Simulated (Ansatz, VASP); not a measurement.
# HfN: VASP beside Ansatz

INCAR

```
PREC = Accurate
ENCUT = 520
EDIFF = 1E-6
ISMEAR = 0
SIGMA = 0.15
LREAL = False
LASPH = True
NELM = 80
ALGO = Normal
ISIF = 2
LWAVE = False
LCHARG = False
GGA = PE
NBANDS = 32
```

KPOINTS

```
Automatic mesh
0
Gamma
  21 21 8
```

POSCAR

```
HfN
1.0
    2.2738965586     -2.2738965586      0.0000000000
    2.2738965586      0.0000000000     -2.2738965586
    4.8364682518      4.8364682518      4.8364682518
Hf N
3 3
Direct
    0.3333333333      0.3333333333      0.5485001418
    0.6666666667      0.6666666667      0.2350625340
    1.0000000000      0.0000000000      0.8619377496
    0.6666666667      0.6666666667      0.7052189457
    1.0000000000      0.0000000000      0.3917813379
    0.3333333333      0.3333333333      0.0783437301
```

Input for Ansatz:

```yaml
crystal:
  lattice:
    - [2.2738965586, -2.2738965586, 0.0]
    - [2.2738965586, 0.0, -2.2738965586]
    - [4.8364682518, 4.8364682518, 4.8364682518]
  atoms:
    - { symbol: Hf, position: [0.3333333333, 0.3333333333, 0.5485001418] }
    - { symbol: Hf, position: [0.6666666667, 0.6666666667, 0.235062534] }
    - { symbol: Hf, position: [1.0, 0.0, 0.8619377496] }
    - { symbol: "N", position: [0.6666666667, 0.6666666667, 0.7052189457] }
    - { symbol: "N", position: [1.0, 0.0, 0.3917813379] }
    - { symbol: "N", position: [0.3333333333, 0.3333333333, 0.0783437301] }
basis:
  ecutwfc: 420
kpoints:
  mp_grid: { grid: [21, 21, 8] }
hamiltonian:
  xc: pbe
scf:
  occupations: { method: gaussian, width: 0.15 }
output:
  forces: true
  stress: true
  eigenvalues: true
  write_density: true
  write_potential: true
  elf: true
  volumetric_format: npy
```

Alike in both runs: task single point; functional PBE; k mesh 21 × 21 × 8; occupations gaussian, width 0.15 eV; no spin polarisation.

```csv
,VASP,Ansatz
version,VASP 6.6.1,Ansatz 0.2.0
potentials or method,"VASP PAW PBE potentials, release 64 (Hf_pv, N), cutoff 520 eV","scalar-relativistic, plane waves, PAW"
valence electrons in the cell,45,93
```

|  | VASP | Ansatz | Ansatz less VASP |
| --- | --- | --- | --- |
| gap on the k mesh at the Fermi level (eV) | none | none | - |
| pressure (GPa) | -11.3 | -9.2 | +2.09 |
| traceless stress, the component that is largest in VASP (GPa) | -3.92 | -3.88 | +0.040 |
| rms of the force components (eV/Å) | 0.728 | 0.741 | +0.0130 |

Atom by atom the forces differ by 0.016 eV/Å (rms over components). A gap of «none» marks a metal or a gap that the smearing closes. The functional is the same, so the differences come from potentials, cutoffs and numerics. VASP's potentials hold 45 valence electrons a cell and Ansatz's 93, so a difference there can come from the potentials and not from the codes.

Spin-orbit coupling is off throughout.
